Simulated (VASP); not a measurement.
# Be (Im-3m) in VASP: a series of runs, part 2 of 3

VASP 6.6.1.

**3. Electric field gradients, PBEsol (volume scaled by 1.01)**

INCAR

```
PREC = Accurate
ENCUT = 520
EDIFF = 1E-8
ISMEAR = -1
SIGMA = 0.03
LREAL = F
LASPH = T
NELM = 100
ALGO = Normal
ISIF = 2
LWAVE = F
LCHARG = F
GGA = PS
LEFG = T
NBANDS = 7
```

KPOINTS

```
regular mesh
0
Gamma
  23 23 23
```

POSCAR

```
Be
1.0
   -1.2572841744      1.2572841744      1.2572841744
    1.2572841744     -1.2572841744      1.2572841744
    1.2572841744      1.2572841744     -1.2572841744
Be
1
Direct
    0.0000000000      0.0000000000      0.0000000000
```

Potentials or basis: VASP PAW PBE potentials, release 64 (Be).

Launch:

```
cat potpaw_PBE.64/Be/POTCAR > POTCAR
mpirun -np 1 vasp_std > vasp.out
```

OUTCAR:

```text
PREC = Accurate
   ENCUT = 520
   EDIFF = 1E-8
   ISMEAR = -1
   LREAL = F
   LASPH = T
   NELM = 100
   ISIF = 2
   GGA = PS

 ion  position               nearest neighbor table
   1  0.000  0.000  0.000-

  LATTYP: Found a body centered cubic cell.
 ALAT       =     2.5145683488

  Lattice vectors:

 A1 = (  -1.2572841744,   1.2572841744,   1.2572841744)
 A2 = (   1.2572841744,  -1.2572841744,   1.2572841744)
 A3 = (   1.2572841744,   1.2572841744,  -1.2572841744)

Analysis of symmetry for initial positions (statically):
=====================================================================
 Subroutine PRICEL returns:
 Original cell was already a primitive cell.

 Routine SETGRP: Setting up the symmetry group for a
 body centered cubic supercell.

 Subroutine GETGRP returns: Found 48 space group operations
 (whereof 48 operations were pure point group operations)
 out of a pool of 48 trial point group operations.

The static configuration has the point symmetry O_h .

Analysis of symmetry for dynamics (positions and initial velocities):
=====================================================================
 Subroutine PRICEL returns:
 Original cell was already a primitive cell.

 Routine SETGRP: Setting up the symmetry group for a
 body centered cubic supercell.

 Subroutine GETGRP returns: Found 48 space group operations
 (whereof 48 operations were pure point group operations)
 out of a pool of 48 trial point group operations.

The dynamic configuration has the point symmetry O_h .

 Subroutine INISYM returns: Found 48 space group operations
 (whereof 48 operations are pure point group operations),
 and found     1 'primitive' translations

----------------------------------------------------------------------------------------

                                     Primitive cell

  volume of cell :       7.9499

  direct lattice vectors                    reciprocal lattice vectors
    -1.257284174  1.257284174  1.257284174     0.000000000  0.397682569  0.397682569
     1.257284174 -1.257284174  1.257284174     0.397682569  0.000000000  0.397682569
     1.257284174  1.257284174 -1.257284174     0.397682569  0.397682569  0.000000000

  length of vectors
     2.177680070  2.177680070  2.177680070     0.562408082  0.562408082  0.562408082

  position of ions in fractional coordinates (direct lattice)
     0.000000000  0.000000000  0.000000000

  ion indices of the primitive-cell ions
   primitive index   ion index
                 1           1

----------------------------------------------------------------------------------------

 KPOINTS: regular mesh

Automatic generation of k-mesh.
 Grid dimensions read from file:
 generate k-points for:   23   23   23

 Generating k-lattice:

  Cartesian coordinates                     Fractional coordinates (reciprocal lattice)
[... 58 lines left out ...]
   ENCUT  =  520.0 eV  38.22 Ry    6.18 a.u.   4.05  4.05  4.05*2*pi/ulx,y,z
   NELM   =    100;   NELMIN=  2; NELMDL= -5     # of ELM steps
   EDIFF  = 0.1E-07   stopping-criterion for ELM
   LREAL  =      F    real-space projection
   EDIFFG = 0.1E-06   stopping-criterion for IOM
   NSW    =      0    number of steps for IOM
   IBRION =     -1    ionic relax: 0-MD 1-quasi-New 2-CG
   NFREE  =      0    steps in history (QN), initial steepest desc. (CG)
   ISIF   =      2    stress and relaxation
   ISYM   =      2    0-nonsym 1-usesym 2-fastsym
   POTIM  = 0.5000    time-step for ionic-motion
   TEBEG  =    0.0;   TEEND  =   0.0 temperature during run
   PSTRESS=    0.0 pullay stress
   NELECT =       2.0000    total number of electrons
   NUPDOWN=      -1.0000    fix difference up-down
   EMIN   =  10.00;   EMAX   =-10.00  energy-range for DOS
   EFERMI =   0.00;   METHOD = LEGACY
   ISMEAR =    -1;   SIGMA  =   0.03  broadening in eV -4-tet -1-fermi 0-gaus
   EFERMI_NEDOS =   21; number of points for ismear=-14 and -15
   IALGO  =     38    algorithm
   IMIX   =      4    mixing-type and parameters
     AMIX     =   0.40;   BMIX     =  1.00
     AMIX_MAG =   1.60;   BMIX_MAG =  1.00
  volume/ion in A,a.u.               =       7.95        53.65
  Fermi-wavevector in a.u.,A,eV,Ry     =   1.033470  1.952976 14.531854  1.068061
  Thomas-Fermi vector in A             =   2.167719
   LORBIT       =      0    0 simple, 1 ext, 2 COOP (PROOUT), +10 PAW based schemes
   GGA     = PS    functional components
   LHFCALC =     F    Hartree Fock is set to
   AEXX    =    0.0000 exact exchange contribution
   IVDW    =     0    specifies the selected vdW correction
   LEPSILON=     F    determine dielectric tensor
   LRPA    =     F    only Hartree local field effects (RPA)
 non-spin polarized calculation
  energy-cutoff  :      520.00
  volume of cell :        7.95
 maximum number of plane-waves:       236
   NGX =  7   NGY =  7   NGZ =  7

 number of electron       2.0000000 magnetization

 Free energy of the ion-electron system (eV)
  ---------------------------------------------------
  ext. energy  EPLUGINS =         0.00000000
  ---------------------------------------------------
  free energy    TOTEN  =        -3.89762144 eV

  energy without entropy =       -3.89704394  energy(sigma->0) =       -3.89733269

 E-fermi :   7.8584     XC(G=0): -10.5955

 val. band max:        7.8146089539   @ k =   0.3043   0.2609   0.0870
 cond. band min:       7.8959702879   @ k =  -0.4348   0.4348   0.3913
 fundamental gap:      0.0813613340
 Fermi energy:         7.8583762503

 k-point     1 :       0.0000    0.0000    0.0000
  band No.  band energies     occupation
      1      -4.3428      2.00000
      2      27.0162      0.00000
      3      27.0162      0.00000
      4      27.0162      0.00000
      5      38.3359      0.00000
      6      38.3359      0.00000
      7      38.3359      0.00000
[... 221 lines left out ...]
 k-point    24 :       0.0870    0.0870    0.0000
  band No.  band energies     occupation
      1      -3.5510      2.00000
      2      23.8622      0.00000
      3      24.0504      0.00000
      4      25.7101      0.00000
      5      33.7809      0.00000
      6      34.3353      0.00000
      7      38.5012      0.00000

 [... further k-points ...]
[... 5 lines left out ...]
  --------------------------------------------------------------------------------------
  -------------------------------------------------------------------------------------
  Total       -0.1379427     -0.1379427     -0.1379427      0.0000000      0.0000000     -0.0000000
  in kB      -27.8002642    -27.8002642    -27.8002642      0.0000000      0.0000000     -0.0000000
  external PRESSURE =     -27.8002642 kB  Pullay stress =       0.0000000 kB

 VOLUME and BASIS-vectors are now :
 -----------------------------------------------------------------------------
  energy-cutoff  :      520.00
  volume of cell :        7.95
      direct lattice vectors                 reciprocal lattice vectors
    -1.257284174  1.257284174  1.257284174     0.000000000  0.397682569  0.397682569
     1.257284174 -1.257284174  1.257284174     0.397682569  0.000000000  0.397682569
     1.257284174  1.257284174 -1.257284174     0.397682569  0.397682569  0.000000000

 POSITION                                       TOTAL-FORCE (eV/Angst)
 -----------------------------------------------------------------------------------
      0.00000      0.00000      0.00000         0.000000      0.000000      0.000000
 -----------------------------------------------------------------------------------
    total drift:                                0.000000      0.000000      0.000000

  FREE ENERGIE OF THE ION-ELECTRON SYSTEM (eV)
  ---------------------------------------------------
  free  energy   TOTEN  =        -3.8976214357 eV

  energy  without entropy=       -3.8970439365  energy(sigma->0) =       -3.89733269

 Electric field gradients (V/A^2)
---------------------------------------------------------------------
 ion       V_xx      V_yy      V_zz      V_xy      V_xz      V_yz
---------------------------------------------------------------------
   1       0.000    -0.000     0.000     0.000     0.000     0.000
---------------------------------------------------------------------

 Electric field gradients after diagonalization (V/A^2)
 (convention: |V_zz| > |V_xx| > |V_yy|)
----------------------------------------------------------------------
 ion       V_xx      V_yy      V_zz     asymmetry (V_yy - V_xx)/ V_zz
----------------------------------------------------------------------
   1      -0.000    -0.000     0.000       0.000
----------------------------------------------------------------------

           NMR quadrupolar parameters

 Cq : quadrupolar parameter    Cq=e*Q*V_zz/h
 eta: asymmetry parameters     (V_yy - V_xx)/ V_zz
 Q  : nuclear electric quadrupole moment in mb (millibarn)
----------------------------------------------------------------------
 ion       Cq(MHz)       eta       Q (mb)
----------------------------------------------------------------------
   1       0.000       0.000       1.000
----------------------------------------------------------------------
```

OSZICAR:

```text
N       E                     dE             d eps       ncg     rms          rms(c)
DAV:   1    -0.267024819993E+01   -0.26702E+01   -0.11950E+03  5530   0.237E+02
DAV:   2    -0.390857699301E+01   -0.12383E+01   -0.11952E+01  6972   0.248E+01
DAV:   3    -0.391070196015E+01   -0.21250E-02   -0.21248E-02  5761   0.905E-01
DAV:   4    -0.391070233605E+01   -0.37589E-06   -0.37516E-06  7693   0.124E-02
DAV:   5    -0.391070233592E+01    0.13020E-09   -0.57699E-10  5908   0.678E-05    0.799E-01
DAV:   6    -0.390137491968E+01    0.93274E-02   -0.61430E-04  5579   0.270E-01    0.487E-01
DAV:   7    -0.389762881580E+01    0.37461E-02   -0.66774E-04  5334   0.277E-01    0.163E-02
DAV:   8    -0.389762091753E+01    0.78983E-05   -0.16305E-06  6188   0.121E-02    0.321E-03
DAV:   9    -0.389762146627E+01   -0.54873E-06   -0.15518E-07  6202   0.225E-03    0.118E-04
DAV:  10    -0.389762145058E+01    0.15685E-07   -0.18583E-10  5271   0.133E-04    0.493E-05
DAV:  11    -0.389762143646E+01    0.14125E-07   -0.74722E-11  3136   0.933E-05    0.232E-06
DAV:  12    -0.389762143571E+01    0.74472E-09   -0.11028E-12  2751   0.883E-06
   1 F= -.38976214E+01 E0= -.38973327E+01  d E =-.577499E-03
```

It took 27 s on 1 thread of AMD EPYC 7R13, shared host; peak memory 0.09 GiB.

Results:

- Free energy: -3.8976 eV
- Pressure: -2.8 GPa
- Band gap on the k mesh: zero (band 1 reaches 11.32 eV, above the bottom of band 2 at 6.51 eV)

Caveat: without QUAD_EFG the Cq values of the log hold for a quadrupole moment of 1 mb, not for the nuclei; the PAW data sets were made with another functional, which shifts forces and pressure a little.

[end of part 2 of 3]
